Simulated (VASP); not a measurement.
# SnS2 (P-3m1) in VASP: G0W0 quasiparticle levels with PBE

Aim: the G0W0 quasiparticle levels of SnS2 with PBE.

Program: VASP 6.6.1. These are calculated values, not measurements. Logs are shortened: lines on timing, memory, paths and dates and some standing lists are left out, and cuts for length are marked.

## (1) The cell of the first run

The structure is trigonal, space group P-3m1 (No. 164). The conventional cell has a = 3.661 Å, b = 3.661 Å, c = 5.962 Å, α = 90.00°, β = 90.00°, γ = 120.00°. Within 3.4 Å of Sn (site symmetry -3m) lie 6 S at 2.57 Å. Within 3.4 Å of S (site symmetry 3m) lie 3 Sn at 2.57 Å.

## (2) G0W0 quasiparticle levels, PBE

File POSCAR:

```
SnS2
1.0
    3.6607548066      0.0000000000      0.0000000000
   -1.8303774033      3.1703066595      0.0000000000
    0.0000000000      0.0000000000      5.9617808738
Sn S
1 2
Direct
    0.0000000000      0.0000000000      0.0000000000
    0.3333333333      0.6666666667      0.2455905351
    0.6666666667      0.3333333333      0.7544094649
```

File INCAR.step1:

```
SYSTEM = SnS2
PREC     = Accurate       ! precision mode
ENCUT    = 500            ! plane-wave cutoff, eV
EDIFF    = 1E-8           ! SCF threshold, eV
ISMEAR   = 0              ! smearing method
SIGMA    = 0.01           ! smearing width, eV
LREAL    = .FALSE.        ! projectors in reciprocal space
LASPH    = .TRUE.         ! aspherical terms in the spheres
NELM     = 60             ! most SCF steps
ALGO     = Normal         ! electronic algorithm
LWAVE    = .TRUE.         ! write WAVECAR
LCHARG   = .FALSE.        ! write CHGCAR
GGA      = PE             ! functional
```

File INCAR.step2:

```
SYSTEM = SnS2
PREC     = Accurate       ! precision mode
ENCUT    = 500            ! plane-wave cutoff, eV
EDIFF    = 1E-8           ! SCF threshold, eV
ISMEAR   = 0              ! smearing method
SIGMA    = 0.01           ! smearing width, eV
LREAL    = .FALSE.        ! projectors in reciprocal space
LASPH    = .TRUE.         ! aspherical terms in the spheres
NELM     = 1              ! most SCF steps
ALGO     = Exact          ! electronic algorithm
LWAVE    = .TRUE.         ! write WAVECAR
LCHARG   = .FALSE.        ! write CHGCAR
GGA      = PE             ! functional
NBANDS   = 491            ! bands
LOPTICS  = .TRUE.         ! frequency-dependent dielectric function
ISTART   = 1
```

File INCAR.step3:

```
SYSTEM = SnS2
PREC     = Accurate       ! precision mode
ENCUT    = 500            ! plane-wave cutoff, eV
EDIFF    = 1E-8           ! SCF threshold, eV
ISMEAR   = 0              ! smearing method
SIGMA    = 0.01           ! smearing width, eV
LREAL    = .FALSE.        ! projectors in reciprocal space
LASPH    = .TRUE.         ! aspherical terms in the spheres
ALGO     = EVGW0          ! electronic algorithm
LWAVE    = .FALSE.        ! write WAVECAR
LCHARG   = .FALSE.        ! write CHGCAR
GGA      = PE             ! functional
NELMGW   = 1            
NBANDS   = 491            ! bands
ENCUTGW  = 200            ! cutoff of the response function
NOMEGA   = 48             ! frequency points
PRECFOCK = Fast         
ISTART   = 1            
NBANDSGW = 21
```

File KPOINTS:

```
Automatic mesh
0
G
  6 6 2
  0 0 0
```

Potentials or basis: VASP PAW PBE potentials, release 64 (Sn_d_GW, S_GW).

On the command line:

```
$ cat potpaw_PBE.64/Sn_d_GW/POTCAR potpaw_PBE.64/S_GW/POTCAR > POTCAR
$ cp INCAR.step1 INCAR
$ mpirun -np 1 vasp_std > vasp.out
$ cp INCAR.step2 INCAR
$ mpirun -np 1 vasp_std > vasp.out
$ cp INCAR.step3 INCAR
$ mpirun -np 1 vasp_std > vasp.out
```

OUTCAR:

```text
SYSTEM = SnS2
   PREC = Accurate
   ENCUT = 500
   EDIFF = 1E-8
   ISMEAR = 0
   LREAL = .FALSE.
   LASPH = .TRUE.
   GGA = PE
   NELMGW = 1
   ENCUTGW = 200
   PRECFOCK = Fast
   ISTART = 1

 ion  position               nearest neighbor table
   1  0.000  0.000  0.000-   2 2.57   3 2.57   2 2.57   3 2.57   3 2.57   2 2.57
   2  0.333  0.667  0.246-   1 2.57   1 2.57   1 2.57
   3  0.667  0.333  0.754-   1 2.57   1 2.57   1 2.57

  LATTYP: Found a hexagonal cell.
 ALAT       =     3.6607548066
 C/A-ratio  =     1.6285660168

  Lattice vectors:

 A1 = (   3.6607548066,   0.0000000000,   0.0000000000)
 A2 = (  -1.8303774033,   3.1703066595,   0.0000000000)
 A3 = (   0.0000000000,   0.0000000000,   5.9617808738)

Analysis of symmetry for initial positions (statically):
=====================================================================
 Subroutine PRICEL returns:
 Original cell was already a primitive cell.

 Routine SETGRP: Setting up the symmetry group for a
 hexagonal supercell.

 Subroutine GETGRP returns: Found 12 space group operations
 (whereof 12 operations were pure point group operations)
 out of a pool of 24 trial point group operations.

The static configuration has the point symmetry D_3d.

Analysis of symmetry for dynamics (positions and initial velocities):
=====================================================================
 Subroutine PRICEL returns:
 Original cell was already a primitive cell.

 Routine SETGRP: Setting up the symmetry group for a
 hexagonal supercell.

 Subroutine GETGRP returns: Found 12 space group operations
 (whereof 12 operations were pure point group operations)
 out of a pool of 24 trial point group operations.

The dynamic configuration has the point symmetry D_3d.

 Subroutine INISYM returns: Found 12 space group operations
 (whereof 12 operations are pure point group operations),
 and found     1 'primitive' translations

----------------------------------------------------------------------------------------

                                     Primitive cell

  volume of cell :      69.1907

  direct lattice vectors                    reciprocal lattice vectors
     3.660754807  0.000000000  0.000000000     0.273167708  0.157713450  0.000000000
    -1.830377403  3.170306660  0.000000000     0.000000000  0.315426899  0.000000000
     0.000000000  0.000000000  5.961780874     0.000000000  0.000000000  0.167735115

  length of vectors
     3.660754807  3.660754807  5.961780874     0.315426899  0.315426899  0.167735115

  position of ions in fractional coordinates (direct lattice)
     0.000000000  0.000000000  0.000000000
     0.333333333  0.666666667  0.245590535
     0.666666667  0.333333333  0.754409465

  ion indices of the primitive-cell ions
   primitive index   ion index
                 1           1
                 2           2
                 3           3

----------------------------------------------------------------------------------------

 KPOINTS: Automatic mesh

Automatic generation of k-mesh.
 Grid dimensions read from file:
 generate k-points for:    6    6    2

 Generating k-lattice:

  Cartesian coordinates                     Fractional coordinates (reciprocal lattice)
     0.045527951  0.026285575  0.000000000     0.166666667 -0.000000000  0.000000000
     0.000000000  0.052571150  0.000000000     0.000000000  0.166666667  0.000000000
     0.000000000  0.000000000  0.083867557     0.000000000  0.000000000  0.500000000

  Length of vectors
     0.052571150  0.052571150  0.083867557

  Shift w.r.t. Gamma in fractional coordinates (k-lattice)
     0.000000000  0.000000000  0.000000000

 Subroutine IBZKPT returns following result:
 ===========================================

 Found     14 irreducible k-points:

 Following reciprocal coordinates:
            Coordinates               Weight
  0.000000  0.000000  0.000000      1.000000
  0.166667 -0.000000  0.000000      6.000000
  0.333333 -0.000000  0.000000      6.000000
  0.500000  0.000000  0.000000      3.000000
  0.166667  0.166667  0.000000      6.000000
  0.333333  0.166667  0.000000     12.000000
  0.333333  0.333333  0.000000      2.000000
  0.000000  0.000000  0.500000      1.000000
  0.166667 -0.000000  0.500000      6.000000
  0.333333 -0.000000  0.500000      6.000000
  0.500000  0.000000  0.500000      3.000000
  0.166667  0.166667  0.500000      6.000000
  0.333333  0.166667  0.500000     12.000000
  0.333333  0.333333  0.500000      2.000000
   k-points           NKPTS =     14   k-points in BZ     NKDIM =     72   number of bands    NBANDS=    491
   number of dos      NEDOS =    301   number of ions     NIONS =      3
   total plane-waves  NPLWV =  37632
   dimension x,y,z NGX =    28 NGY =   28 NGZ =   48
   dimension x,y,z NGXF=    56 NGYF=   56 NGZF=   96
   ions per type =               1   2
   NGX,Y,Z   is equivalent  to a cutoff of  12.72, 12.72, 13.38 a.u.
   NGXF,Y,Z  is equivalent  to a cutoff of  25.43, 25.43, 26.77 a.u.
 SYSTEM =  SnS2
   PREC   = accura    normal or accurate (medium, high low for compatibility)
   ISTART =      1    job   : 0-new  1-cont  2-samecut
   ICHARG =      0    charge: 1-file 2-atom 10-const
   ISPIN  =      1    spin polarized calculation?
   LNONCOLLINEAR =      F non collinear calculations
   LSORBIT =      F    spin-orbit coupling
   LASPH  =      T    aspherical Exc in radial PAW
   ENCUT  =  500.0 eV  36.75 Ry    6.06 a.u.   6.67  6.67 10.87*2*pi/ulx,y,z
   NELM   =     60;   NELMIN=  2; NELMDL=  0     # of ELM steps
   EDIFF  = 0.1E-07   stopping-criterion for ELM
   LREAL  =      F    real-space projection
   EDIFFG = 0.1E-06   stopping-criterion for IOM
   NSW    =      0    number of steps for IOM
   IBRION =     -1    ionic relax: 0-MD 1-quasi-New 2-CG
   NFREE  =      0    steps in history (QN), initial steepest desc. (CG)
   ISIF   =      0    stress and relaxation
   ISYM   =      3    0-nonsym 1-usesym 2-fastsym
   POTIM  = 0.5000    time-step for ionic-motion
   TEBEG  =    0.0;   TEEND  =   0.0 temperature during run
   PSTRESS=    0.0 pullay stress
   NELECT =      26.0000    total number of electrons
   NUPDOWN=      -1.0000    fix difference up-down
   EMIN   =  10.00;   EMAX   =-10.00  energy-range for DOS
   EFERMI =   0.00;   METHOD = LEGACY
   ISMEAR =     0;   SIGMA  =   0.01  broadening in eV -4-tet -1-fermi 0-gaus
   EFERMI_NEDOS =   21; number of points for ismear=-14 and -15
   IALGO  =     38    algorithm
   IMIX   =      4    mixing-type and parameters
     AMIX     =   0.40;   BMIX     =  1.00
     AMIX_MAG =   1.60;   BMIX_MAG =  1.00
  volume/ion in A,a.u.               =      23.06       155.64
  Fermi-wavevector in a.u.,A,eV,Ry     =   1.181363  2.232452 18.988538  1.395618
  Thomas-Fermi vector in A             =   2.317638
   LORBIT       =      0    0 simple, 1 ext, 2 COOP (PROOUT), +10 PAW based schemes
   GGA     = PE    functional components
   LHFCALC =     T    Hartree Fock is set to
   PRECFOCK=fast      Normal, Fast or Accurate (Low or Medium for compatibility)
   ENCUT4O =  -1.0   cutoff for four orbital integrals eV
   NKREDX  =     1    reduce k-point grid by
   NKREDY  =     1    reduce k-point grid by
   NKREDZ  =     1    reduce k-point grid by
   AEXX    =    1.0000 exact exchange contribution
   HFSCREEN=    0.0000 screening length (either q_TF or 0.3 A-1)
   HFSCREENC=   0.0000 screening length for correlation (either q_TF or 0.3 A-1)
   ENCUTFOCK=  -1.0 apply spherical cutoff to Coloumb kernel
   IVDW    =     0    specifies the selected vdW correction
   LEPSILON=     F    determine dielectric tensor
   LRPA    =     F    only Hartree local field effects (RPA)
   LRPAFORCE           =     F    calculate RPA forces
   ENCUTGW             = 200.0    cutoff for response function in eV
   ENCUTGWSOFT         = 160.0    soft cutoff for Coulomb kernel in GW response function in eV
   ENCUTLF             =  -1.0    cutoff for local field effects
   NELMGW              =     1    number of iterations in solving QP/BSE equation
   NELMHF              =     1    number of iterations in the inner HF iteration
   NKREDLFX            =     1    NKREDLFY  =   1   NKREDLFZ  =   1
 non-spin polarized calculation
 Gauss-broadening in eV      SIGMA  =   0.01
  energy-cutoff  :      500.00
  volume of cell :       69.19
 maximum number of plane-waves:      1762
 NGX is ok and might be reduce to    28
  NGX = 16; NGY = 16; NGZ = 28
   NGX = 13   NGY = 13   NGZ = 21
 maximum number of plane-waves:       458

 QP shifts <psi_nk| G(iteration)W_0 |psi_nk>: iteration 1
 for sc-GW calculations column KS-energies equals QP-energies in previous step
 and V_xc(KS)=  KS-energies - (<T + V_ion + V_H > + <T+V_H+V_ion>^1  + <V_x>^1)

 k-point   1 :       0.0000    0.0000    0.0000
  band No.  KS-energies  QP-energies   sigma(KS)   V_xc(KS)     V^pw_x(r,r')   Z            occupation Imag(sigma)

      1     -17.3938     -20.1310     -21.2595     -17.4746     -27.1524       0.7232       2.0000       0.3493
      2     -17.3938     -20.1310     -21.2595     -17.4746     -27.1524       0.7232       2.0000       0.3493
      3     -17.3531     -20.0306     -21.2010     -17.4448     -27.0168       0.7128       2.0000       0.2665
      4     -17.3261     -20.0494     -21.2645     -17.4960     -27.0852       0.7227       2.0000       0.2799
      5     -17.3261     -20.0494     -21.2645     -17.4960     -27.0852       0.7227       2.0000       0.2799
      6     -10.1983     -10.5955     -13.2608     -12.6279     -20.7673       0.6276       2.0000       1.4740
[... 13 lines left out ...]
     20      12.9912      13.2881     -10.3720     -10.7566      -5.1708       0.7720       0.0000      -0.2459
     21      14.0135      14.0445      -9.7241      -9.7648      -4.2432       0.7613       0.0000      -0.3494

 k-point   2 :       0.1667   -0.0000    0.0000
  band No.  KS-energies  QP-energies   sigma(KS)   V_xc(KS)     V^pw_x(r,r')   Z            occupation Imag(sigma)

      1     -17.4109     -20.1391     -21.2323     -17.4595     -27.1597       0.7231       2.0000       0.3707
      2     -17.3794     -20.1296     -21.2860     -17.4935     -27.1879       0.7252       2.0000       0.3589
      3     -17.3430     -20.0372     -21.2210     -17.4617     -27.0398       0.7167       2.0000       0.2718
      4     -17.3339     -20.0390     -21.2347     -17.4762     -27.0477       0.7198       2.0000       0.2704
      5     -17.3242     -20.0470     -21.2535     -17.4915     -27.0637       0.7238       2.0000       0.2714
      6      -9.8934     -10.3005     -13.3629     -12.7136     -20.7598       0.6270       2.0000       1.3892
[... 13 lines left out ...]
     20      13.2874      13.5860     -10.1695     -10.5557      -4.9091       0.7731       0.0000      -0.2647
     21      13.5424      13.7577      -9.5644      -9.8426      -4.3806       0.7738       0.0000      -0.2648
[... 258 lines left out ...]
      5     -17.2950     -20.0287     -21.2707     -17.5100     -27.0728       0.7269       2.0000       0.2663
      6      -8.3082      -8.7677     -14.1736     -13.4491     -21.0448       0.6343       2.0000       1.0752
[... 13 lines left out ...]
     20      13.6780      13.8867     -10.0467     -10.3189      -4.6355       0.7664       0.0000      -0.2852
     21      14.0016      14.1815     -10.2145     -10.4519      -4.6943       0.7576       0.0000      -0.3277

 k-point  14 :       0.3333    0.3333    0.5000
  band No.  KS-energies  QP-energies   sigma(KS)   V_xc(KS)     V^pw_x(r,r')   Z            occupation Imag(sigma)

      1     -17.4167     -20.1258     -21.2103     -17.4538     -27.1904       0.7212       2.0000       0.4014
      2     -17.4167     -20.1258     -21.2103     -17.4538     -27.1904       0.7212       2.0000       0.4014
      3     -17.3254     -20.0267     -21.2318     -17.4813     -27.0368       0.7202       2.0000       0.2669
      4     -17.3254     -20.0267     -21.2318     -17.4813     -27.0368       0.7202       2.0000       0.2669
      5     -17.3026     -20.0202     -21.2591     -17.4968     -27.0616       0.7223       2.0000       0.2637
      6      -7.7393      -8.2148     -14.5664     -13.8247     -21.3141       0.6410       2.0000       1.0325
[... 13 lines left out ...]
     20      13.1088      13.2936     -10.1167     -10.3573      -4.8132       0.7682       0.0000      -0.2576
     21      13.1088      13.2936     -10.1167     -10.3573      -4.8132       0.7682       0.0000      -0.2576
```

Run time: 2.2 h. Hardware: 1 thread of Intel Xeon 8259CL, shared host; peak memory 1.7 GiB.

What came out:

```yaml
Quasiparticle_gap: 2.43 eV
Least_direct_quasiparticle_gap: 2.82 eV
Band_gap_of_the_starting_levels_on_the_mesh: 1.52 eV
Least_direct_gap_of_the_starting_levels_on_the_mesh: 1.94 eV
```

Caveat: the k points lie up to 0.53 Å⁻¹ apart; bands, screening cutoff and mesh are small and nothing is extrapolated, so the quasiparticle values aren't converged; spin-orbit coupling is left out, which moves the levels of the heavy elements.
